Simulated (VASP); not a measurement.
# CaSi6 (P1) in VASP: single point with PBE

Aim: the single point of CaSi6 with PBE.

Program: VASP 6.6.1. These are calculated values, not measurements. Logs are shortened: lines on timing, memory, paths and dates and some standing lists are left out, and cuts for length are marked.

### Step 1. The cell of the first run

The typed cell holds 7 atoms: a = 4.939 Å, b = 4.872 Å, c = 4.901 Å, α = 88.84°, β = 89.21°, γ = 89.52°.

### Step 2. Single point, PBE

The input, POSCAR:

```
CaSi6
1.0
    4.9384383300      0.0204258800      0.0337586100
    0.0204258800      4.8716818300      0.0492727000
    0.0337586100      0.0492727000      4.9005785700
Ca Si
1 6
Direct
    0.5116620000      0.4992190000      0.4841630000
    0.0390660000      0.0004240000      0.3011590000
    0.9785450000      0.9987590000      0.7120790000
    0.3320740000      0.9872510000      0.9911190000
    0.7296120000      0.9831670000      0.0395750000
    0.9852460000      0.2789280000      0.9938860000
    0.0187580000      0.7221500000      0.0312500000
```

The input, INCAR.step1:

```
PREC = Accurate
ENCUT = 520
EDIFF = 1E-7
ISMEAR = -1
SIGMA = 0.091
LREAL = False
LASPH = True
NELM = 100
ALGO = Fast
ISIF = 2
LWAVE = False
LCHARG = True
GGA = PE
NBANDS = 26
```

The input, KPOINTS.step1:

```
Automatic mesh
0
Gamma
  4 4 4
  0 0 0.5
```

The input, INCAR.step2:

```
PREC = Accurate
ENCUT = 520
EDIFF = 1E-7
ISMEAR = -5
SIGMA = 0.091
LREAL = False
LASPH = True
NELM = 100
ALGO = Fast
ISIF = 2
LWAVE = False
LCHARG = False
GGA = PE
LORBIT = 10
NBANDS = 26
NEDOS = 1001
ICHARG = 11
```

The input, KPOINTS.step2:

```
regular mesh
0
Gamma
  6 6 6
```

Potentials or basis: VASP PAW PBE potentials, release 64 (Ca_sv, Si).

Command:

```console
$ cat potpaw_PBE.64/Ca_sv/POTCAR potpaw_PBE.64/Si/POTCAR > POTCAR
$ cp INCAR.step1 INCAR
$ cp KPOINTS.step1 KPOINTS
$ mpirun -np 1 vasp_std > vasp.out
$ cp INCAR.step2 INCAR
$ cp KPOINTS.step2 KPOINTS
$ mpirun -np 1 vasp_std > vasp.out
```

OUTCAR:

```text
PREC = Accurate
   ENCUT = 520
   EDIFF = 1E-7
   ISMEAR = -5
   LREAL = False
   LASPH = True
   NELM = 100
   ISIF = 2
   GGA = PE
   LORBIT = 10
   ICHARG = 11

 ion  position               nearest neighbor table
   1  0.512  0.499  0.484-
   2  0.039  0.000  0.301-   7 1.92   5 2.01   6 2.03   3 2.03   4 2.09   3 2.91
   3  0.979  0.999  0.712-   6 1.96   5 2.01   2 2.03   7 2.05   4 2.23   2 2.91
   4  0.332  0.987  0.991-   5 1.98   7 2.03   2 2.09   6 2.22   3 2.23   5 2.98
   5  0.730  0.983  0.040-   7 1.90   6 1.93   4 1.98   3 2.01   2 2.01   4 2.98
   6  0.985  0.279  0.994-   5 1.93   3 1.96   2 2.03   7 2.18   4 2.22   7 2.72
   7  0.019  0.722  0.031-   5 1.90   2 1.92   4 2.03   3 2.05   6 2.18   6 2.72

  LATTYP: Found a triclinic cell.
 ALAT       =     4.9009425383
 B/A-ratio  =     1.3957300936
 C/A-ratio  =     1.7318268930
 COS(alpha) =     0.0026179607
 COS(beta)  =     0.5810077872
 COS(gamma) =     0.7020874806

  Lattice vectors:

 A1 = (  -0.0337586100,  -0.0492727000,  -4.9005785700)
 A2 = (  -0.0133327300,   4.8224091300,  -4.8513058700)
 A3 = (   4.8842538400,  -4.9005286500,  -4.9160926600)

Analysis of symmetry for initial positions (statically):
=====================================================================
 Subroutine PRICEL returns:
 Original cell was already a primitive cell.

 Routine SETGRP: Setting up the symmetry group for a
 triclinic supercell.

 Subroutine GETGRP returns: Found  1 space group operations
 (whereof  1 operations were pure point group operations)
 out of a pool of  2 trial point group operations.

The static configuration has the point symmetry C_1 .

Analysis of symmetry for dynamics (positions and initial velocities):
=====================================================================
 Subroutine PRICEL returns:
 Original cell was already a primitive cell.

 Routine SETGRP: Setting up the symmetry group for a
 triclinic supercell.

 Subroutine GETGRP returns: Found  1 space group operations
 (whereof  1 operations were pure point group operations)
 out of a pool of  2 trial point group operations.

The dynamic configuration has the point symmetry C_1 .

 Subroutine INISYM returns: Found  1 space group operations
 (whereof  1 operations are pure point group operations),
 and found     1 'primitive' translations

[... 113 lines left out ...]
   ISYM   =      2    0-nonsym 1-usesym 2-fastsym
   POTIM  = 0.5000    time-step for ionic-motion
   TEBEG  =    0.0;   TEEND  =   0.0 temperature during run
   PSTRESS=    0.0 pullay stress
   NELECT =      34.0000    total number of electrons
   NUPDOWN=      -1.0000    fix difference up-down
   EMIN   =  10.00;   EMAX   =-10.00  energy-range for DOS
   EFERMI =   0.00;   METHOD = LEGACY
   ISMEAR =    -5;   SIGMA  =   0.09  broadening in eV -4-tet -1-fermi 0-gaus
   EFERMI_NEDOS =   21; number of points for ismear=-14 and -15
   IALGO  =     68    algorithm
   IMIX   =      4    mixing-type and parameters
     AMIX     =   0.40;   BMIX     =  1.00
     AMIX_MAG =   1.60;   BMIX_MAG =  1.00
  volume/ion in A,a.u.               =      16.84       113.64
  Fermi-wavevector in a.u.,A,eV,Ry     =   1.081649  2.044021 15.918343  1.169965
  Thomas-Fermi vector in A             =   2.217671
   LORBIT       =     10    0 simple, 1 ext, 2 COOP (PROOUT), +10 PAW based schemes
   GGA     = PE    functional components
   LHFCALC =     F    Hartree Fock is set to
   AEXX    =    0.0000 exact exchange contribution
   IVDW    =     0    specifies the selected vdW correction
   LEPSILON=     F    determine dielectric tensor
   LRPA    =     F    only Hartree local field effects (RPA)
 non-spin polarized calculation
 RMM-DIIS sequential band-by-band and
 Fermi weights with tetrahedron method with Bloechl corrections
  energy-cutoff  :      520.00
  volume of cell :      117.88
 maximum number of plane-waves:      3198
 NGX is ok and might be reduce to    40

 number of electron      34.0000003 magnetization

 Free energy of the ion-electron system (eV)
  ---------------------------------------------------
  ext. energy  EPLUGINS =         0.00000000
  ---------------------------------------------------
  free energy    TOTEN  =       -17.68043408 eV

  energy without entropy =      -17.68043408  energy(sigma->0) =      -17.68043408

 E-fermi :   8.1590     XC(G=0): -10.0315

 val. band max:        8.3680098839   @ k =   0.3333  -0.3333   0.3333
 cond. band min:       7.9382508971   @ k =  -0.1667   0.1667   0.5000
 fundamental gap:     -0.4297589868
 Fermi energy:         8.1590083075

 k-point     1 :       0.0000    0.0000    0.0000
  band No.  band energies     occupation
      1     -33.9930      2.00000
      2     -14.9959      2.00000
      3     -14.9826      2.00000
      4     -14.9666      2.00000
      5      -9.3646      2.00000
      6      -2.2776      2.00000
[... 685 lines left out ...]
     25      11.7317      0.00000
     26      12.0625      0.00000

 [... further k-points ...]
[... 5 lines left out ...]
  --------------------------------------------------------------------------------------
  -------------------------------------------------------------------------------------
  Total       50.7713383     46.6889708     50.9377345      1.1260366      3.5000002     -0.7372656
  in kB      690.0573530    634.5719596    692.3189234     15.3044977     47.5701642    -10.0205263
  external PRESSURE =     672.3160787 kB  Pullay stress =       0.0000000 kB

 VOLUME and BASIS-vectors are now :
 -----------------------------------------------------------------------------
  energy-cutoff  :      520.00
  volume of cell :      117.88
      direct lattice vectors                 reciprocal lattice vectors
     4.938438330  0.020425880  0.033758610     0.202506096 -0.000835039 -0.001386608
     0.020425880  4.871681830  0.049272700    -0.000835039  0.205292240 -0.002058351
     0.033758610  0.049272700  4.900578570    -0.001386608 -0.002058351  0.204087786

 POSITION                                       TOTAL-FORCE (eV/Angst)
 -----------------------------------------------------------------------------------
      2.55335      2.46634      2.41455        -0.056611     -0.046554     -0.019182
      0.20310      0.01770      1.47719         3.277688      2.694753     10.905111
      4.87692      4.92071      3.57184         0.405230     -1.529274     -8.785564
      1.69355      4.86519      4.91691         3.591137      1.660175     -2.687064
      3.62456      4.80653      0.26701       -12.692711     -0.275666      2.409680
      4.90483      1.42794      4.91762         2.700163     13.597869      0.121803
      0.10844      3.52001      0.18936         2.775104    -16.101302     -1.944783
 -----------------------------------------------------------------------------------
    total drift:                               -0.015472      0.002041     -0.015236

  FREE ENERGIE OF THE ION-ELECTRON SYSTEM (eV)
  ---------------------------------------------------
  free  energy   TOTEN  =       -17.6804340756 eV

  energy  without entropy=      -17.6804340756  energy(sigma->0) =      -17.68043408

 total charge

# of ion       s       p       d       tot
------------------------------------------
    1        2.055   5.818   0.199   8.073
    2        0.818   1.260   0.000   2.078
    3        0.809   1.203   0.000   2.012
    4        0.812   1.152   0.000   1.964
    5        0.834   1.331   0.000   2.165
    6        0.817   1.216   0.000   2.033
    7        0.826   1.275   0.000   2.102
--------------------------------------------------
tot          6.972  13.256   0.199  20.427
```

Wall time 6.3 min (1 thread of Intel Xeon Platinum 8488C (Sapphire Rapids), shared host); peak memory 0.4 GiB.

Results:

```
Valence electrons inside the program's atomic spheres : Ca 8.07; Si 2.08, 2.01, 1.96, 2.17, 2.03, 2.10
```

Caveat: tetrahedron occupations give inexact forces and stress in metals.
